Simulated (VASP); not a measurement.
Here is a VASP 6.6.1 calculation.

File INCAR:

```
SYSTEM = HgTe
ALGO = Normal
EDIFF = 1E-6
EDIFFG = -0.005
ENCUT = 600
GGA = PE
IBRION = 2
ISIF = 3
ISMEAR = -1
LASPH = .True.
LCHARG = .False.
LREAL = .False.
LWAVE = .False.
NELM = 100
NSW = 60
PREC = Accurate
PSTRESS = 100.0
SIGMA = 0.05
```

The input KPOINTS:

```
k-points
0
Gamma
  12 12 12
  0 0 0
```

The input POSCAR:

```
HgTe
1.0
    3.6163643894      0.0000000000      0.0000000000
    0.0000000000      3.6163643894      0.0000000000
    0.0000000000      0.0000000000      3.6163643894
Hg Te
1 1
Direct
    0.0000000000      0.0000000000      0.0000000000
    0.5000000000      0.5000000000      0.5000000000
```

Potentials or basis: VASP PAW PBE potentials, release 64 (Hg, Te).

Run with:

```console
$ cat potpaw_PBE.64/Hg/POTCAR potpaw_PBE.64/Te/POTCAR > POTCAR
$ mpirun -np 1 vasp_std > vasp.out
```

(1) Estimate the space group after relaxing (to 0.1 Å).

(2) Predict the relaxed cell.

(3) Predict the relaxed volume.

## Answers

(1) Pm-3m (No. 221).

(2) a = 3.624 Å, b = 3.624 Å, c = 3.624 Å, α = 90.00°, β = 90.00°, γ = 90.00°.

(3) 23.80 Å³/atom.

Caveat: the cell is relaxed towards a set pressure, so the run minimises the enthalpy, not the energy.
